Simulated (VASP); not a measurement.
Runs of VASP 6.6.1 on Nb. The structure is that of space group Im-3m (No. 229), or close to it. The cells are those of the table. 

```csv
cell,further INCAR settings,gap on the mesh (eV),pressure (GPa)
"a = 2.940 Å, angles 109.9, 109.9, 108.7°, 1 atom",ALGO = Fast; EDIFF = 1e-07; NBANDS = 12,none,(a)
"a = 2.824 Å, angles 109.1, 109.1, 110.3°, 1 atom",ALGO = Fast; EDIFF = 1e-06; NBANDS = 12,none,1.4
"a = 2.868 Å, angles 110.3, 110.3, 107.8°, 1 atom",ALGO = Fast; EDIFF = 1e-06; NBANDS = 12,none,-6.3
"a = 2.854 Å, angles 108.7, 108.7, 111.1°, 1 atom",ALGO = Fast; EDIFF = 1e-06; NBANDS = 12,none,(b)
"a = 2.839 Å, angles 110.7, 110.7, 107.0°, 1 atom",ALGO = Fast; EDIFF = 1e-06; NBANDS = 12,none,-1.1
```

Alike in all rows: task single point; level PBEsol; potentials or basis VASP PAW PBE potentials, release 64 (Nb_sv); no spin polarisation; k mesh 20 × 20 × 20; cutoff (eV) 520; smearing gaussian 0.15 eV.

Question: Estimate the missing entries.

Answer: (a) -16.5; (b) -3.9.

Caveats: the PAW data sets were made with another functional, which shifts forces and pressure a little.

A k mesh can miss the band edges, and the runs leave out spin-orbit coupling on Nb.

A gap of «none» marks levels without a gap at the run's occupations.
